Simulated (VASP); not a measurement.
# TiO2 (P4_2/mnm) in VASP: further runs, part 2 of 2

VASP 6.6.1.

### 4 Single point, PBE (volume 12.355 Å^3 an atom, c/a of the conventional cell 0.6131)

Contents of INCAR:

```
PREC = Accurate
ENCUT = 520
EDIFF = 1E-6
ISMEAR = 0
SIGMA = 0.05
LREAL = False
LASPH = True
NELM = 80
ALGO = Normal
ISIF = 2
LWAVE = False
LCHARG = False
GGA = PE
NBANDS = 33
```

Contents of KPOINTS:

```
regular mesh
0
Gamma
  8 8 10
```

Contents of POSCAR:

```
TiO2
1.0
    4.9448625930      0.0000000000      0.0000000000
    0.0000000000      4.9448625930      0.0000000000
    0.0000000000      0.0000000000      3.0316952558
Ti O
2 4
Direct
    0.0000000000      0.0000000000      0.0000000000
    0.5000000000      0.5000000000      0.5000000000
    0.3050970583      0.3050970583      0.0000000000
    0.1949029417      0.8050970583      0.5000000000
    0.6949029417      0.6949029417      0.0000000000
    0.8050970583      0.1949029417      0.5000000000
```

The run is started by

```console
> cat potpaw_PBE.64/Ti_sv/POTCAR potpaw_PBE.64/O/POTCAR > POTCAR
> mpirun -np 1 vasp_std > vasp.out
```

Wall time 4.4 min (1 thread of Intel Xeon 6975P-C (Granite Rapids), shared host); peak memory 0.29 GiB.

The run converged. Its results:

```yaml
Free_energy: -52.8712 eV
Pressure: -23.0 GPa
Largest_force: 0.824 eV/Å
Band_gap_on_the_k_mesh: 1.56 eV, indirect (the least direct gap lies 1.6 meV higher)
```

Forces in eV/Å, atoms in the order of the input:
```
Ti   0.000  0.000  0.000
Ti   0.000  0.000  0.000
O    0.583  0.583  0.000
O   -0.583  0.583  0.000
O   -0.583 -0.583  0.000
O    0.583 -0.583  0.000
```

Stress tensor (GPa, compression positive):
```
-23.31   0.00   0.00
  0.00 -23.31   0.00
  0.00   0.00 -22.26
```

Levels at points of the mesh, in eV from the valence-band top:
| k point | band 21 | band 22 | band 23 | band 24 | band 25 | band 26 | band 27 | band 28 |
| --- | --- | --- | --- | --- | --- | --- | --- | --- |
| (0.00, 0.00, 0.00) | -0.49 | -0.34 | -0.34 | 0.00 | 1.56 | 1.74 | 2.18 | 2.19 |
| (0.50, 0.00, 0.00) | -1.15 | -1.15 | -0.53 | -0.53 | 2.06 | 2.06 | 2.51 | 2.51 |
| (0.50, 0.50, 0.00) | -0.95 | -0.95 | -0.92 | -0.92 | 1.56 | 1.56 | 2.20 | 2.20 |
| (0.00, 0.00, 0.50) | -1.57 | -1.57 | -1.23 | -1.23 | 2.41 | 2.41 | 2.86 | 2.86 |
| (0.50, 0.00, 0.50) | -1.65 | -1.65 | -0.71 | -0.71 | 1.67 | 1.67 | 2.85 | 2.85 |
| (0.50, 0.50, 0.50) | -0.87 | -0.87 | -0.62 | -0.62 | 2.19 | 2.19 | 2.68 | 2.68 |

 A k mesh can miss the band edges.

### 5 Single point, PBE (volume 12.355 Å^3 an atom, c/a of the conventional cell 0.6645)

Contents of INCAR:

```
  ALGO = Normal
  EDIFF = 1E-7
  ENCUT = 520
  GGA = PE
  ISIF = 2
  ISMEAR = 0
  LASPH = T
  LCHARG = F
  LREAL = F
  LWAVE = F
  NBANDS = 33
  NELM = 80
  PREC = Accurate
  SIGMA = 0.05
```

Contents of KPOINTS:

```
k-points
0
Gamma
  8 8 10
```

Changes to POSCAR since step 4:

```diff
@@ -2,5 +2,5 @@
 1.0
-    4.9448625930      0.0000000000      0.0000000000
-    0.0000000000      4.9448625930      0.0000000000
-    0.0000000000      0.0000000000      3.0316952558
+    4.8139289000      0.0000000000      0.0000000000
+    0.0000000000      4.8139289000      0.0000000000
+    0.0000000000      0.0000000000      3.1988557541
 Ti O
```

The run is started by

```console
> cat potpaw_PBE.64/Ti_sv/POTCAR potpaw_PBE.64/O/POTCAR > POTCAR
> mpirun -np 1 vasp_std > vasp.out
```

Wall time 4.4 min (1 thread of Intel Xeon 6975P-C (Granite Rapids), shared host); peak memory 0.29 GiB.

Results (log left out):

```yaml
Free_energy: -52.7107 eV
Pressure: -24.9 GPa
Largest_force: 0.389 eV/Å
Band_gap_on_the_k_mesh: 1.42 eV, direct
```

Forces on the atoms (eV/Å):
```
Ti   0.000  0.000  0.000
Ti   0.000  0.000  0.000
O    0.275  0.275  0.000
O   -0.275  0.275  0.000
O   -0.275 -0.275  0.000
O    0.275 -0.275  0.000
```

Stress tensor (GPa, compression positive):
```
-20.48   0.00   0.00
  0.00 -20.48   0.00
  0.00   0.00 -33.64
```

Levels at points of the mesh, in eV from the valence-band top:
| k point | band 21 | band 22 | band 23 | band 24 | band 25 | band 26 | band 27 | band 28 |
| --- | --- | --- | --- | --- | --- | --- | --- | --- |
| (0.00, 0.00, 0.00) | -0.82 | -0.42 | -0.42 | 0.00 | 1.41 | 1.66 | 1.74 | 1.81 |
| (0.50, 0.00, 0.00) | -1.66 | -1.66 | -0.62 | -0.62 | 1.90 | 1.90 | 2.23 | 2.23 |
| (0.50, 0.50, 0.00) | -1.39 | -1.39 | -1.01 | -1.01 | 1.44 | 1.44 | 1.83 | 1.83 |
| (0.00, 0.00, 0.50) | -1.93 | -1.93 | -1.28 | -1.28 | 2.17 | 2.17 | 2.27 | 2.27 |
| (0.50, 0.00, 0.50) | -1.73 | -1.73 | -0.85 | -0.85 | 1.46 | 1.46 | 2.19 | 2.19 |
| (0.50, 0.50, 0.50) | -1.06 | -1.06 | -0.65 | -0.65 | 2.00 | 2.00 | 2.20 | 2.20 |

### 6 Single point, PBE (volume 12.355 Å^3 an atom, c/a of the conventional cell 0.5658)

Contents of INCAR:

```
SYSTEM = TiO2
PREC = Accurate
ENCUT = 520
EDIFF = 1E-7
ISMEAR = 0
SIGMA = 0.05
LREAL = .False.
LASPH = .True.
NELM = 100
ALGO = Normal
ISIF = 2
LWAVE = .False.
LCHARG = .True.
GGA = PE
LELF = .True.
LVHAR = .True.
NBANDS = 33
```

Contents of KPOINTS:

```
Automatic mesh
0
Gamma
  8 8 10
  0 0 0
```

Changes to POSCAR since step 5:

```diff
@@ -2,5 +2,5 @@
 1.0
-    4.8139289000      0.0000000000      0.0000000000
-    0.0000000000      4.8139289000      0.0000000000
-    0.0000000000      0.0000000000      3.1988557541
+    5.0789860384      0.0000000000      0.0000000000
+    0.0000000000      5.0789860384      0.0000000000
+    0.0000000000      0.0000000000      2.8736903005
 Ti O
```

Potentials or basis: VASP PAW PBE potentials, release 64 (Ti_sv, O).

The run is started by

```console
> cat potpaw_PBE.64/Ti_sv/POTCAR potpaw_PBE.64/O/POTCAR > POTCAR
> mpirun -np 1 vasp_std > vasp.out
```

Wall time 4.1 min (1 thread of Intel Xeon 6975P-C (Granite Rapids), shared host); peak memory 0.3 GiB.

It converged, with:

```
Free energy            : -52.6208 eV
Pressure               : -19.4 GPa
Largest force          : 1.188 eV/Å
Band gap on the k mesh : 1.62 eV, indirect (least direct gap 1.66 eV)
```

Forces in eV/Å, atoms in the order of the input:
```
Ti   0.000  0.000  0.000
Ti   0.000  0.000  0.000
O    0.840  0.840  0.000
O   -0.840  0.840  0.000
O   -0.840 -0.840  0.000
O    0.840 -0.840  0.000
```

Stress tensor (GPa, compression positive):
```
-26.04   0.00   0.00
  0.00 -26.04   0.00
  0.00   0.00  -6.15
```

Levels at points of the mesh, in eV from the valence-band top:
```csv
k point,band 20,band 21,band 22,band 23,band 24,band 25,band 26,band 27,band 28,band 29
"(0.00, 0.00, 0.00)",-0.80,-0.25,-0.25,-0.08,-0.07,1.63,1.73,2.64,2.64,2.73
"(0.50, 0.00, 0.00)",-2.41,-0.58,-0.58,-0.47,-0.47,2.15,2.15,2.87,2.87,3.46
"(0.50, 0.50, 0.00)",-1.71,-0.80,-0.80,-0.43,-0.43,1.62,1.62,2.65,2.65,3.64
"(0.00, 0.00, 0.50)",-2.70,-1.20,-1.20,-1.16,-1.16,2.62,2.62,3.12,3.12,3.60
"(0.50, 0.00, 0.50)",-1.82,-1.56,-1.56,-0.54,-0.54,1.94,1.94,3.33,3.33,3.51
"(0.50, 0.50, 0.50)",-2.66,-0.64,-0.64,-0.60,-0.60,2.45,2.45,2.84,2.84,3.61
```

Caveat: forces of over 1 eV/Å act on the atoms, so gaps and moduli don't describe the material at rest.

### 7 The runs side by side

```tsv
cell	gap on the mesh (eV)	pressure (GPa)	largest force (eV/Å)
a = 4.879, b = 4.879, c = 3.114 Å, 6 atoms	1.48	-24.0	0.61
a = 4.687, b = 4.687, c = 3.375 Å, 6 atoms	1.43	-25.7	0.07
a = 4.945, b = 4.945, c = 3.032 Å, 6 atoms	1.56	-23.0	0.82
a = 4.814, b = 4.814, c = 3.199 Å, 6 atoms	1.42	-24.9	0.39
a = 5.079, b = 5.079, c = 2.874 Å, 6 atoms	1.62	-19.4	1.19
```

Alike in all rows: task single point; level PBE; potentials or basis VASP PAW PBE potentials, release 64 (Ti_sv, O); no spin polarisation; k mesh 8 × 8 × 10; cutoff (eV) 520; smearing gaussian 0.05 eV.

Caveats: forces of over 1 eV/Å act on the atoms, so gaps and moduli don't describe the material at rest (some runs).

Total energies depend on the potentials used, so only differences within one code and one set of settings carry meaning.
